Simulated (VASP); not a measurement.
BiO5:

```
CELL_PARAMETERS angstrom
2.79694 0.00000 0.00000
-1.39847 2.42222 0.00000
0.00000 0.00000 14.13376
ATOMIC_POSITIONS crystal
Bi 0.00000 0.00000 0.00000
O 0.66667 0.33333 0.83495
O 0.00000 0.00000 0.66732
O 0.66667 0.33333 0.50000
O 0.00000 0.00000 0.33268
O 0.66667 0.33333 0.16505
```

* Program: VASP 6.6.1
* Task: relaxation of cell and atoms
* Functional: PBE
* Potentials or basis: VASP PAW PBE potentials, release 64 (Bi_d, O)
* Cutoff: 600 eV
* k mesh: 6 × 6 × 2
* Occupations: gaussian, width 0.1 eV
* Spin: no spin polarisation

At the start: pressure -1.9 GPa; volume 15.96 Å³/atom.

**Question.** How do energy, volume and symmetry change on relaxing?

**Answer.** Over 48 steps the energy falls by 2131.8 meV/atom and the volume is 16.50 Å³/atom (+3.4 %); space group P-6m2 (No. 187, to 0.05 Å).

Step by step:
```csv
step,energy change (eV),largest force (eV/Å),pressure (GPa),volume (Å³)
1,0.0000,1.6145,-1.88,95.75
3,-8.8587,2.0158,1.26,77.45
5,-8.9128,1.8657,3.84,75.66
7,-9.3843,1.3789,-5.93,80.50
9,72.7581,592.6258,414.53,57.24
11,-9.9938,3.1360,2.11,73.71
13,-10.8589,4.0393,10.83,69.20
15,-11.1973,1.9107,20.89,66.53
17,-11.2619,0.4946,24.66,66.25
19,-11.7252,0.2152,17.24,69.63
21,-12.1021,2.3900,7.13,77.23
23,-12.2573,1.2923,-0.56,79.99
25,-12.3077,1.1623,-0.18,80.24
27,-12.5790,0.5578,0.88,84.00
29,-12.5833,0.8732,2.14,85.32
31,-12.7565,0.8224,-0.66,92.93
33,-12.7282,2.0085,2.56,95.30
35,-12.7749,0.1746,0.11,94.56
37,-12.7808,0.1050,0.73,95.42
39,-12.7825,0.3533,0.10,96.29
41,-12.7841,0.2469,0.11,96.54
43,-12.7868,0.1449,-0.94,100.30
45,-12.7892,0.1217,-0.14,98.88
47,-12.7903,0.1222,0.11,98.94
48,-12.7907,0.0291,0.27,98.99
```

Final structure:
```yaml
crystal:
  lattice:
    - [3.38519, 0.00000, 0.00000]
    - [-1.69260, 2.93166, 0.00000]
    - [0.00000, 0.00000, 9.97490]
  atoms:
    - { symbol: Bi, position: [0.00000, 0.00000, 0.00000] }
    - { symbol: O, position: [0.66667, 0.33333, 0.87295] }
    - { symbol: O, position: [0.00000, 0.00000, 0.56491] }
    - { symbol: O, position: [0.66667, 0.33333, 0.50000] }
    - { symbol: O, position: [0.00000, 0.00000, 0.43509] }
    - { symbol: O, position: [0.66667, 0.33333, 0.12705] }
```

Caveat: the k points lie up to 0.36 Å⁻¹ apart in the final cell; an odd number of electrons without spin polarisation forces a metal; a magnetic or distorted state may lie lower.
